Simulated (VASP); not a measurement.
# W (Im-3m) in VASP: single point with LDA

Aim: the single point of W with LDA.

Program: VASP 6.6.1. These are calculated values, not measurements. Logs are shortened: lines on timing, memory, paths and dates and some standing lists are left out, and cuts for length are marked.

### 1 The cell of the first run

The structure is cubic, space group Im-3m (No. 229). The conventional cell has a = 3.135 Å, b = 3.135 Å, c = 3.135 Å, α = 90.00°, β = 90.00°, γ = 90.00°. Within 3.6 Å of W (site symmetry m-3m) lie 14 W at 2.72 to 3.14 Å.

### 2 Single point, LDA

Input file INCAR:

```
SYSTEM = W
  ALGO = Fast
  EDIFF = 1E-6
  ENCUT = 520
  GGA = CA
  ISIF = 2
  ISMEAR = 0
  LASPH = .True.
  LCHARG = .False.
  LREAL = .False.
  LWAVE = .False.
  NBANDS = 13
  NELM = 100
  PREC = Accurate
  SIGMA = 0.1
```

Input file KPOINTS:

```
k-points
0
Gamma
  48 48 48
  0 0 0
```

Input file POSCAR:

```
W
1.0
   -1.5676196545      1.5676196545      1.5676196545
    1.5676196545     -1.5676196545      1.5676196545
    1.5676196545      1.5676196545     -1.5676196545
W
1
Direct
    0.0000000000      0.0000000000      0.0000000000
```

Potentials or basis: VASP PAW LDA potentials, release 64 (W_sv).

Launch:

```
$ cat potpaw_LDA.64/W_sv/POTCAR > POTCAR
$ mpirun -np 1 vasp_std > vasp.out
```

OUTCAR:

```text
SYSTEM = W
   EDIFF = 1E-6
   ENCUT = 520
   GGA = CA
   ISIF = 2
   ISMEAR = 0
   LASPH = .True.
   LREAL = .False.
   NELM = 100
   PREC = Accurate

 ion  position               nearest neighbor table
   1  0.000  0.000  0.000-

  LATTYP: Found a body centered cubic cell.
 ALAT       =     3.1352393090

  Lattice vectors:

 A1 = (  -1.5676196545,   1.5676196545,   1.5676196545)
 A2 = (   1.5676196545,  -1.5676196545,   1.5676196545)
 A3 = (   1.5676196545,   1.5676196545,  -1.5676196545)

Analysis of symmetry for initial positions (statically):
=====================================================================
 Subroutine PRICEL returns:
 Original cell was already a primitive cell.

 Routine SETGRP: Setting up the symmetry group for a
 body centered cubic supercell.

 Subroutine GETGRP returns: Found 48 space group operations
 (whereof 48 operations were pure point group operations)
 out of a pool of 48 trial point group operations.

The static configuration has the point symmetry O_h .

Analysis of symmetry for dynamics (positions and initial velocities):
=====================================================================
 Subroutine PRICEL returns:
 Original cell was already a primitive cell.

 Routine SETGRP: Setting up the symmetry group for a
 body centered cubic supercell.

 Subroutine GETGRP returns: Found 48 space group operations
 (whereof 48 operations were pure point group operations)
 out of a pool of 48 trial point group operations.

The dynamic configuration has the point symmetry O_h .

 Subroutine INISYM returns: Found 48 space group operations
 (whereof 48 operations are pure point group operations),
 and found     1 'primitive' translations

----------------------------------------------------------------------------------------

                                     Primitive cell

  volume of cell :      15.4093

  direct lattice vectors                    reciprocal lattice vectors
    -1.567619655  1.567619655  1.567619655     0.000000000  0.318954919  0.318954919
     1.567619655 -1.567619655  1.567619655     0.318954919  0.000000000  0.318954919
     1.567619655  1.567619655 -1.567619655     0.318954919  0.318954919  0.000000000

  length of vectors
     2.715196889  2.715196889  2.715196889     0.451070372  0.451070372  0.451070372

  position of ions in fractional coordinates (direct lattice)
[... 83 lines left out ...]
   ISIF   =      2    stress and relaxation
   ISYM   =      2    0-nonsym 1-usesym 2-fastsym
   POTIM  = 0.5000    time-step for ionic-motion
   TEBEG  =    0.0;   TEEND  =   0.0 temperature during run
   PSTRESS=    0.0 pullay stress
   NELECT =      14.0000    total number of electrons
   NUPDOWN=      -1.0000    fix difference up-down
   EMIN   =  10.00;   EMAX   =-10.00  energy-range for DOS
   EFERMI =   0.00;   METHOD = LEGACY
   ISMEAR =     0;   SIGMA  =   0.10  broadening in eV -4-tet -1-fermi 0-gaus
   EFERMI_NEDOS =   21; number of points for ismear=-14 and -15
   IALGO  =     68    algorithm
   IMIX   =      4    mixing-type and parameters
     AMIX     =   0.40;   BMIX     =  1.00
     AMIX_MAG =   1.60;   BMIX_MAG =  1.00
  volume/ion in A,a.u.               =      15.41       103.99
  Fermi-wavevector in a.u.,A,eV,Ry     =   1.585587  2.996325 34.206229  2.514087
  Thomas-Fermi vector in A             =   2.685029
   LORBIT       =      0    0 simple, 1 ext, 2 COOP (PROOUT), +10 PAW based schemes
   GGA     = CA    functional components
   LHFCALC =     F    Hartree Fock is set to
   AEXX    =    0.0000 exact exchange contribution
   IVDW    =     0    specifies the selected vdW correction
   LEPSILON=     F    determine dielectric tensor
   LRPA    =     F    only Hartree local field effects (RPA)
 non-spin polarized calculation
 RMM-DIIS sequential band-by-band and
 Gauss-broadening in eV      SIGMA  =   0.10
  energy-cutoff  :      520.00
  volume of cell :       15.41
 maximum number of plane-waves:       430
   NGX =  9   NGY =  9   NGZ =  9

 number of electron      14.0000004 magnetization

 Free energy of the ion-electron system (eV)
  ---------------------------------------------------
  ext. energy  EPLUGINS =         0.00000000
  ---------------------------------------------------
  free energy    TOTEN  =       -14.10584723 eV

  energy without entropy =      -14.10353355  energy(sigma->0) =      -14.10469039

 E-fermi :  11.7713     XC(G=0): -13.9892

 val. band max:       11.7706692920   @ k =  -0.2917   0.3333   0.1667
 cond. band min:      11.7722184953   @ k =   0.0833   0.0833   0.0208
 fundamental gap:      0.0015492032
 Fermi energy:        11.7712651066

 k-point     1 :       0.0000    0.0000    0.0000
  band No.  band energies     occupation
      1     -61.9783      2.00000
      2     -25.7407      2.00000
      3     -25.7407      2.00000
      4     -25.7407      2.00000
      5       2.0377      2.00000
      6      10.4259      2.00000
      7      10.4259      2.00000
      8      10.4259      2.00000
      9      13.9903      0.00000
     10      13.9903      0.00000
     11      26.3738      0.00000
     12      26.3738      0.00000
     13      26.3738      0.00000
[... 354 lines left out ...]
  band No.  band energies     occupation
      1     -61.8221      2.00000
      2     -27.1722      2.00000
      3     -26.2043      2.00000
      4     -25.7504      2.00000
      5       5.2961      2.00000
      6       8.0191      2.00000
      7      12.5945      0.00000
      8      13.9345      0.00000
      9      14.8970      0.00000
     10      18.0608      0.00000
     11      23.3540      0.00000
     12      23.4062      0.00000
     13      29.0789      0.00000

 [... further k-points ...]

------------------------ aborting loop because EDIFF is reached ----------------------------------------

  FORCE on cell =-STRESS in cart. coord.  units (eV):
  Direction    XX          YY          ZZ          XY          YZ          ZX
  --------------------------------------------------------------------------------------
  -------------------------------------------------------------------------------------
  Total        0.1911989      0.1911989      0.1911989     -0.0000000      0.0000000     -0.0000000
  in kB       19.8798828     19.8798828     19.8798828     -0.0000000      0.0000000     -0.0000000
  external PRESSURE =      19.8798828 kB  Pullay stress =       0.0000000 kB

 VOLUME and BASIS-vectors are now :
 -----------------------------------------------------------------------------
  energy-cutoff  :      520.00
  volume of cell :       15.41
      direct lattice vectors                 reciprocal lattice vectors
    -1.567619655  1.567619655  1.567619655     0.000000000  0.318954919  0.318954919
     1.567619655 -1.567619655  1.567619655     0.318954919  0.000000000  0.318954919
     1.567619655  1.567619655 -1.567619655     0.318954919  0.318954919  0.000000000

 POSITION                                       TOTAL-FORCE (eV/Angst)
 -----------------------------------------------------------------------------------
      0.00000      0.00000      0.00000         0.000000      0.000000     -0.000000
 -----------------------------------------------------------------------------------
    total drift:                                0.000000     -0.000000      0.000000

  FREE ENERGIE OF THE ION-ELECTRON SYSTEM (eV)
  ---------------------------------------------------
  free  energy   TOTEN  =       -14.1058472280 eV

  energy  without entropy=      -14.1035335478  energy(sigma->0) =      -14.10469039
```

stdout:

```text
POSCAR found type information on POSCAR W
 POSCAR found :  1 types and       1 ions
 scaLAPACK will be used
 LDA part: xc-table for (Slater(with rela. corr.)+CA(PZ))
 , standard interpolation
 POSCAR, INCAR and KPOINTS ok, starting setup
 FFT: planning ... GRIDC
 FFT: planning ... GRID_SOFT
 FFT: planning ... GRID
 WAVECAR not read
 entering main loop
WARNING in EDDRMM: call to ZHEGV failed, returncode =   8  4     11
WARNING in EDDRMM: call to ZHEGV failed, returncode =   8  4     13
WARNING in EDDRMM: call to ZHEGV failed, returncode =   8  4     12
WARNING in EDDRMM: call to ZHEGV failed, returncode =   8  4     13
WARNING in EDDRMM: call to ZHEGV failed, returncode =   8  4     12
WARNING in EDDRMM: call to ZHEGV failed, returncode =   8  4     11
WARNING in EDDRMM: call to ZHEGV failed, returncode =   6  3     12
```

It took 4 min on 1 thread of Intel Xeon Platinum 8488C (Sapphire Rapids), shared host; peak memory 0.58 GiB.

What came out:

* Free energy: -14.1058 eV
* Pressure: 2.0 GPa
* Band gap on the k mesh: zero (bands 7 and 8 overlap by 6.66 eV)

Levels at points of the mesh, in eV from the Fermi level:
```
           k point  band 5  band 6  band 7  band 8  band 9  band 10
(0.00, 0.00, 0.00)   -9.73   -1.35   -1.35   -1.35    2.22     2.22
(0.50, 0.00, 0.00)   -6.48   -3.76    0.91    2.14    3.14     6.36
(0.50, 0.50, 0.50)   -6.12   -6.12    5.32    5.32    5.32     8.55
```

Caveat: spin-orbit coupling is left out, which moves the levels of the heavy elements.
